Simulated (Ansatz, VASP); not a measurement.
**One calculation of Ge, two programs**

The input INCAR:

```
PREC = Accurate ; ENCUT = 520
EDIFF = 1E-6 ; ISMEAR = 1
SIGMA = 0.1 ; LREAL = False
LASPH = True ; NELM = 80
ALGO = Normal ; ISIF = 2
LWAVE = False ; LCHARG = False
GGA = PS ; NBANDS = 21
```

Contents of KPOINTS:

```
Automatic mesh
0
Gamma
  8 8 6
```

Contents of POSCAR:

```
Ge
1.0
   -2.5771700000      2.7232100000      1.4254800000
    2.5399200000     -2.7117800000      1.3358000000
    2.4847100000      2.6193100000     -1.4044200000
Ge
2
Direct
    0.2552082102      0.7606897929      0.5029472238
    0.5008400000      0.4981200000      0.0065300000
```

Input for Ansatz:

```yaml
crystal:
  lattice:
    - [-2.57717, 2.72321, 1.42548]
    - [2.53992, -2.71178, 1.3358]
    - [2.48471, 2.61931, -1.40442]
  atoms:
    - { symbol: Ge, position: [0.25520821021130224, 0.760689792937122, 0.5029472238343335] }
    - { symbol: Ge, position: [0.50084, 0.49812, 0.00653] }
basis:
  ecutwfc: 540.0
  xc_grid: 2
kpoints:
  mp_grid:
    grid: [8, 8, 6]
hamiltonian:
  xc: pbesol
scf:
  max_iter: 65
  convergence:
    dr2_threshold: 1.0e-09
  occupations:
    method: cold
    width: 0.1
output:
  forces: true
  stress: true
```

Alike in both runs: task single point; functional PBEsol; k mesh 8 × 8 × 6; no spin polarisation.

|  | VASP | Ansatz |
| --- | --- | --- |
| version | VASP 6.6.1 | Ansatz 0.2.0 |
| potentials or method | VASP PAW PBE potentials, release 64 (Ge_d), cutoff 520 eV | plane waves, PAW |
| occupations | methfessel-paxton of order 1, width 0.1 eV | cold, width 0.1 eV |
| valence electrons in the cell | 28 | 28 |

Ansatz gave:

| Quantity | Value |
| --- | --- |
| pressure (GPa) | -0.2 |
| traceless stress, the component that is largest in VASP (GPa) | -6.97 |
| rms of the force components (eV/Å) | 0.141 |

Task: Estimate VASP's values.

Result: Pressure (GPa): -0.3; traceless stress, the component that is largest in VASP (GPa): -6.91; rms of the force components (eV/Å): 0.142.

VASP's potentials were made for PBE, not for PBEsol. Atom by atom the forces differ by 0.001 eV/Å (rms over components). Ansatz's warnings: stress scf threshold loose.
